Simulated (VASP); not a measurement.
Input of a VASP 6.6.1 run:

Contents of POSCAR:

```
Si
1.0
    0.0000000000      2.7348308351      2.7348308351
    2.7348308351      0.0000000000      2.7348308351
    2.7348308351      2.7348308351      0.0000000000
Si
2
Direct
    0.0000000000      0.0000000000      0.0000000000
    0.2500000000      0.2500000000      0.2500000000
```

The input INCAR.step1:

```
  PREC = Accurate
  ENCUT = 550
  ISMEAR = 0
  SIGMA = 0.02
  LREAL = F
  LASPH = T
  NELM = 120
  NBANDS = 11
  GGA = PE
  ALGO = Normal
  EDIFF = 1E-5
  LWAVE = T
  LCHARG = F
  GGA_COMPAT = F
```

File INCAR.step2:

```
  PREC = Accurate
  ENCUT = 550
  EDIFF = 1E-6
  ISMEAR = 0
  SIGMA = 0.02
  LREAL = F
  LASPH = T
  NELM = 120
  ALGO = Normal
  ISIF = 2
  LWAVE = F
  LCHARG = T
  METAGGA = R2SCAN
  LMIXTAU = T
  LELF = T
  LVHAR = T
  NBANDS = 11
  ISTART = 1
  GGA_COMPAT = F
```

KPOINTS

```
Automatic mesh
0
Gamma
  8 8 8
```

Potentials or basis: VASP PAW PBE potentials, release 64 (Si).

Launch:

```bash
$ cat potpaw_PBE.64/Si/POTCAR > POTCAR
$ cp INCAR.step1 INCAR
$ mpirun -np 1 vasp_std > vasp.out
$ cp INCAR.step2 INCAR
$ mpirun -np 1 vasp_std > vasp.out
```

Question: Estimate the pressure.

Answer: -1.5 GPa.

Question: Estimate the band gap on the k mesh.

Answer: 0.85 eV (least direct gap 2.75 eV).

Caveat: the PAW data sets were made with another functional, which shifts forces and pressure a little. A k mesh can miss the band edges.
